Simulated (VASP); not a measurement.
# AlCl (Fm-3m) in VASP: density of states with PBE

Aim: the density of states of AlCl with PBE.

Program: VASP 6.6.1. These are calculated values, not measurements. Logs are shortened: lines on timing, memory, paths and dates and some standing lists are left out, and cuts for length are marked.

## Step 1: The cell of the first run

Symmetry: Fm-3m, No. 225, cubic system. The conventional cell has a = 5.599 Å, b = 5.599 Å, c = 5.599 Å, α = 90.00°, β = 90.00°, γ = 90.00°. Al (site symmetry m-3m) has 6 Cl at 2.80 Å within 3.7 Å. Cl (site symmetry m-3m) has 6 Al at 2.80 Å within 3.7 Å.

## Step 2: Density of states, PBE

The input, POSCAR:

```
AlCl
1.0
    0.0000000000      2.7993600000      2.7993600000
    2.7993600000      0.0000000000      2.7993600000
    2.7993600000      2.7993600000      0.0000000000
Al Cl
1 1
Direct
    0.0000000000      0.0000000000      0.0000000000
    0.5000000000      0.5000000000      0.5000000000
```

The input, INCAR.step1:

```
  PREC = Accurate
  ENCUT = 400
  EDIFF = 1E-6
  ISMEAR = -1
  SIGMA = 0.0364
  LREAL = False
  LASPH = True
  NELM = 120
  ALGO = Normal
  ISIF = 2
  LWAVE = False
  LCHARG = True
  GGA = PE
  NBANDS = 12
  GGA_COMPAT = False
  NEDOS = 2001
  LORBIT = 11
```

The input, KPOINTS.step1:

```
regular mesh
0
Gamma
  8 8 8
```

The input, INCAR.step2:

```
  PREC = Accurate
  ENCUT = 400
  EDIFF = 1E-6
  ISMEAR = -5
  SIGMA = 0.0364
  LREAL = False
  LASPH = True
  NELM = 120
  ALGO = Normal
  ISIF = 2
  LWAVE = False
  LCHARG = False
  GGA = PE
  LORBIT = 10
  NEDOS = 2001
  ICHARG = 11
  GGA_COMPAT = False
```

The input, KPOINTS.step2:

```
regular mesh
0
Gamma
  12 12 12
```

Potentials or basis: VASP PAW PBE potentials, release 64 (Al, Cl).

Run with:

```console
> cat potpaw_PBE.64/Al/POTCAR potpaw_PBE.64/Cl/POTCAR > POTCAR
> cp INCAR.step1 INCAR
> cp KPOINTS.step1 KPOINTS
> mpirun -np 1 vasp_std > vasp.out
> cp INCAR.step2 INCAR
> cp KPOINTS.step2 KPOINTS
> mpirun -np 1 vasp_std > vasp.out
```

OUTCAR:

```text
PREC = Accurate
   ENCUT = 400
   EDIFF = 1E-6
   ISMEAR = -5
   LREAL = False
   LASPH = True
   NELM = 120
   ISIF = 2
   GGA = PE
   LORBIT = 10
   ICHARG = 11

 ion  position               nearest neighbor table
   1  0.000  0.000  0.000-   2 2.80   2 2.80   2 2.80   2 2.80   2 2.80   2 2.80
   2  0.500  0.500  0.500-   1 2.80   1 2.80   1 2.80   1 2.80   1 2.80   1 2.80

  LATTYP: Found a face centered cubic cell.
 ALAT       =     5.5987200000

  Lattice vectors:

 A1 = (   0.0000000000,   2.7993600000,   2.7993600000)
 A2 = (   2.7993600000,   0.0000000000,   2.7993600000)
 A3 = (   2.7993600000,   2.7993600000,   0.0000000000)

Analysis of symmetry for initial positions (statically):
=====================================================================
 Subroutine PRICEL returns:
 Original cell was already a primitive cell.

 Routine SETGRP: Setting up the symmetry group for a
 face centered cubic supercell.

 Subroutine GETGRP returns: Found 48 space group operations
 (whereof 48 operations were pure point group operations)
 out of a pool of 48 trial point group operations.

The static configuration has the point symmetry O_h .

Analysis of symmetry for dynamics (positions and initial velocities):
=====================================================================
 Subroutine PRICEL returns:
 Original cell was already a primitive cell.

 Routine SETGRP: Setting up the symmetry group for a
 face centered cubic supercell.

 Subroutine GETGRP returns: Found 48 space group operations
 (whereof 48 operations were pure point group operations)
 out of a pool of 48 trial point group operations.

The dynamic configuration has the point symmetry O_h .

 Subroutine INISYM returns: Found 48 space group operations
 (whereof 48 operations are pure point group operations),
 and found     1 'primitive' translations

----------------------------------------------------------------------------------------

                                     Primitive cell

  volume of cell :      43.8739

  direct lattice vectors                    reciprocal lattice vectors
     0.000000000  2.799360000  2.799360000    -0.178612254  0.178612254  0.178612254
     2.799360000  0.000000000  2.799360000     0.178612254 -0.178612254  0.178612254
     2.799360000  2.799360000  0.000000000     0.178612254  0.178612254 -0.178612254

  length of vectors
     3.958892878  3.958892878  3.958892878     0.309365499  0.309365499  0.309365499

  position of ions in fractional coordinates (direct lattice)
     0.000000000  0.000000000  0.000000000
     0.500000000  0.500000000  0.500000000

  ion indices of the primitive-cell ions
   primitive index   ion index
                 1           1
                 2           2

----------------------------------------------------------------------------------------

 KPOINTS: regular mesh

Automatic generation of k-mesh.
 Grid dimensions read from file:
 generate k-points for:   12   12   12

 Generating k-lattice:

  Cartesian coordinates                     Fractional coordinates (reciprocal lattice)
    -0.014884355  0.014884355  0.014884355     0.083333333  0.000000000  0.000000000
     0.014884355 -0.014884355  0.014884355     0.000000000  0.083333333  0.000000000
     0.014884355  0.014884355 -0.014884355     0.000000000  0.000000000  0.083333333

  Length of vectors
     0.025780458  0.025780458  0.025780458

  Shift w.r.t. Gamma in fractional coordinates (k-lattice)
     0.000000000  0.000000000  0.000000000

 TETIRR: Found    247 inequivalent tetrahedra from    10368

 Subroutine IBZKPT returns following result:
 ===========================================

 Found     72 irreducible k-points:

 Following reciprocal coordinates:
            Coordinates               Weight
  0.000000  0.000000  0.000000      1.000000
  0.083333  0.000000  0.000000      8.000000
  0.166667  0.000000  0.000000      8.000000
  0.250000  0.000000  0.000000      8.000000
  0.333333  0.000000  0.000000      8.000000
  0.416667  0.000000  0.000000      8.000000
[... 16 lines left out ...]
  0.500000  0.166667  0.000000     24.000000
 -0.416667  0.166667  0.000000     24.000000
 [... further k-points ...]
   k-points           NKPTS =     72   k-points in BZ     NKDIM =     72   number of bands    NBANDS=      9
   number of dos      NEDOS =   2001   number of ions     NIONS =      2
   total plane-waves  NPLWV =  21952
   dimension x,y,z NGX =    28 NGY =   28 NGZ =   28
   dimension x,y,z NGXF=    56 NGYF=   56 NGZF=   56
   ions per type =               1   1
   NGX,Y,Z   is equivalent  to a cutoff of  11.76, 11.76, 11.76 a.u.
   NGXF,Y,Z  is equivalent  to a cutoff of  23.52, 23.52, 23.52 a.u.
 SYSTEM =  unknown system
   PREC   = accura    normal or accurate (medium, high low for compatibility)
   ISTART =      0    job   : 0-new  1-cont  2-samecut
   ICHARG =     11    charge: 1-file 2-atom 10-const
   ISPIN  =      1    spin polarized calculation?
   LNONCOLLINEAR =      F non collinear calculations
   LSORBIT =      F    spin-orbit coupling
   LASPH  =      T    aspherical Exc in radial PAW
   ENCUT  =  400.0 eV  29.40 Ry    5.42 a.u.   6.46  6.46  6.46*2*pi/ulx,y,z
   NELM   =    120;   NELMIN=  2; NELMDL=  0     # of ELM steps
   EDIFF  = 0.1E-05   stopping-criterion for ELM
   LREAL  =      F    real-space projection
   EDIFFG = 0.1E-04   stopping-criterion for IOM
   NSW    =      0    number of steps for IOM
   IBRION =     -1    ionic relax: 0-MD 1-quasi-New 2-CG
   NFREE  =      0    steps in history (QN), initial steepest desc. (CG)
   ISIF   =      2    stress and relaxation
   ISYM   =      2    0-nonsym 1-usesym 2-fastsym
   POTIM  = 0.5000    time-step for ionic-motion
   TEBEG  =    0.0;   TEEND  =   0.0 temperature during run
   PSTRESS=    0.0 pullay stress
   NELECT =      10.0000    total number of electrons
   NUPDOWN=      -1.0000    fix difference up-down
   EMIN   =  10.00;   EMAX   =-10.00  energy-range for DOS
   EFERMI =   0.00;   METHOD = LEGACY
   ISMEAR =    -5;   SIGMA  =   0.04  broadening in eV -4-tet -1-fermi 0-gaus
   EFERMI_NEDOS =   21; number of points for ismear=-14 and -15
   IALGO  =     38    algorithm
   IMIX   =      4    mixing-type and parameters
     AMIX     =   0.40;   BMIX     =  1.00
     AMIX_MAG =   1.60;   BMIX_MAG =  1.00
  volume/ion in A,a.u.               =      21.94       148.04
  Fermi-wavevector in a.u.,A,eV,Ry     =   1.000014  1.889752 13.606207  1.000028
  Thomas-Fermi vector in A             =   2.132342
   LORBIT       =     10    0 simple, 1 ext, 2 COOP (PROOUT), +10 PAW based schemes
   GGA     = PE    functional components
   LHFCALC =     F    Hartree Fock is set to
   AEXX    =    0.0000 exact exchange contribution
   IVDW    =     0    specifies the selected vdW correction
   LEPSILON=     F    determine dielectric tensor
   LRPA    =     F    only Hartree local field effects (RPA)
 non-spin polarized calculation
 Fermi weights with tetrahedron method with Bloechl corrections
  energy-cutoff  :      400.00
  volume of cell :       43.87
 maximum number of plane-waves:       821
 NGX is ok and might be reduce to    28

 number of electron       9.9999998 magnetization

 Free energy of the ion-electron system (eV)
  ---------------------------------------------------
  ext. energy  EPLUGINS =         0.00000000
  ---------------------------------------------------
  free energy    TOTEN  =        -5.82530327 eV

  energy without entropy =       -5.82530327  energy(sigma->0) =       -5.82530327

 E-fermi :   5.5902     XC(G=0):  -9.0860

 val. band max:        5.5878933619   @ k =   0.5000   0.0833   0.0000
 cond. band min:       6.0926054307   @ k =   0.5000   0.0833   0.0000
 fundamental gap:      0.5047120688
 Fermi energy:         5.5901575745

 k-point     1 :       0.0000    0.0000    0.0000
  band No.  band energies     occupation
      1     -12.0461      2.00000
      2       0.6591      2.00000
      3       0.6591      2.00000
      4       0.6591      2.00000
      5       1.5824      2.00000
      6      10.8090      0.00000
      7      10.8090      0.00000
      8      10.8090      0.00000
      9      11.2465      0.00000

 k-point     2 :       0.0833    0.0000    0.0000
  band No.  band energies     occupation
      1     -12.0183      2.00000
      2       0.0934      2.00000
      3       0.6450      2.00000
      4       0.6450      2.00000
      5       2.1666      2.00000
      6      10.0982      0.00000
      7      10.4300      0.00000
      8      10.4300      0.00000
      9      11.1842      0.00000

 k-point     3 :       0.1667    0.0000    0.0000
  band No.  band energies     occupation
      1     -11.9408      2.00000
      2      -0.7125      2.00000
      3       0.6074      2.00000
      4       0.6074      2.00000
      5       3.0266      2.00000
      6       9.1198      0.00000
      7       9.6018      0.00000
      8       9.6018      0.00000
      9      11.6215      0.00000

 k-point     4 :       0.2500    0.0000    0.0000
  band No.  band energies     occupation
      1     -11.8304      2.00000
      2      -1.4429      2.00000
      3       0.5584      2.00000
      4       0.5584      2.00000
      5       3.8482      2.00000
      6       8.1997      0.00000
      7       8.8772      0.00000
      8       8.8772      0.00000
      9      11.8869      0.00000
[... 205 lines left out ...]
 k-point    22 :       0.4167    0.1667    0.0000
  band No.  band energies     occupation
      1     -11.6264      2.00000
      2      -1.9938      2.00000
      3       0.0759      2.00000
      4       0.2310      2.00000
      5       4.5402      2.00000
      6       6.9754      0.00000
      7       8.6909      0.00000
      8       8.9301      0.00000
      9      11.3675      0.00000

 k-point    23 :       0.5000    0.1667    0.0000
  band No.  band energies     occupation
      1     -11.5635      2.00000
      2      -2.2246      2.00000
      3      -0.0757      2.00000
      4       0.2673      2.00000
      5       4.8904      2.00000
      6       6.6327      0.00000
      7       8.5182      0.00000
      8       8.7417      0.00000
      9      12.1545      0.00000

 k-point    24 :      -0.4167    0.1667    0.0000
  band No.  band energies     occupation
      1     -11.5545      2.00000
      2      -2.2608      2.00000
      3      -0.1823      2.00000
      4       0.3477      2.00000
      5       5.2253      2.00000
      6       6.3391      0.00000
      7       8.2668      0.00000
      8       8.8044      0.00000
      9      13.0955      0.00000

 [... further k-points ...]
[... 5 lines left out ...]
  --------------------------------------------------------------------------------------
  -------------------------------------------------------------------------------------
  Total        2.1048516      2.1048516      2.1048516      0.0000000      0.0000000     -0.0000000
  in kB       76.8645014     76.8645014     76.8645014      0.0000000      0.0000000     -0.0000000
  external PRESSURE =      76.8645014 kB  Pullay stress =       0.0000000 kB

 VOLUME and BASIS-vectors are now :
 -----------------------------------------------------------------------------
  energy-cutoff  :      400.00
  volume of cell :       43.87
      direct lattice vectors                 reciprocal lattice vectors
     0.000000000  2.799360000  2.799360000    -0.178612254  0.178612254  0.178612254
     2.799360000  0.000000000  2.799360000     0.178612254 -0.178612254  0.178612254
     2.799360000  2.799360000  0.000000000     0.178612254  0.178612254 -0.178612254

 POSITION                                       TOTAL-FORCE (eV/Angst)
 -----------------------------------------------------------------------------------
      0.00000      0.00000      0.00000        -0.000000      0.000000     -0.000000
      2.79936      2.79936      2.79936         0.000000     -0.000000      0.000000
 -----------------------------------------------------------------------------------
    total drift:                                0.000000      0.000000      0.000000

  FREE ENERGIE OF THE ION-ELECTRON SYSTEM (eV)
  ---------------------------------------------------
  free  energy   TOTEN  =        -5.8253032686 eV

  energy  without entropy=       -5.8253032686  energy(sigma->0) =       -5.82530327

 total charge

# of ion       s       p       d       tot
------------------------------------------
    1        0.658   0.122   0.000   0.780
    2        1.631   3.448   0.000   5.079
--------------------------------------------------
tot          2.289   3.570   0.000   5.858
```

Run time: 26 s. Hardware: 1 thread of Intel Xeon 8259CL, shared host; peak memory 0.15 GiB.

Results:

- Valence electrons inside the program's atomic spheres: Al 0.78; Cl 5.08

Levels at points of the mesh, in eV from the valence-band top:
| k point | band 2 | band 3 | band 4 | band 5 | band 6 | band 7 | band 8 | band 9 |
| --- | --- | --- | --- | --- | --- | --- | --- | --- |
| (0.00, 0.00, 0.00) | -4.93 | -4.93 | -4.93 | -4.01 | 5.22 | 5.22 | 5.22 | 5.66 |
| (0.50, 0.00, 0.00) | -8.12 | -5.12 | -5.12 | -0.08 | 0.79 | 2.31 | 2.31 | 7.34 |
| (0.50, 0.50, 0.00) | -7.25 | -5.83 | -5.83 | -3.38 | 2.30 | 4.26 | 5.34 | 5.34 |
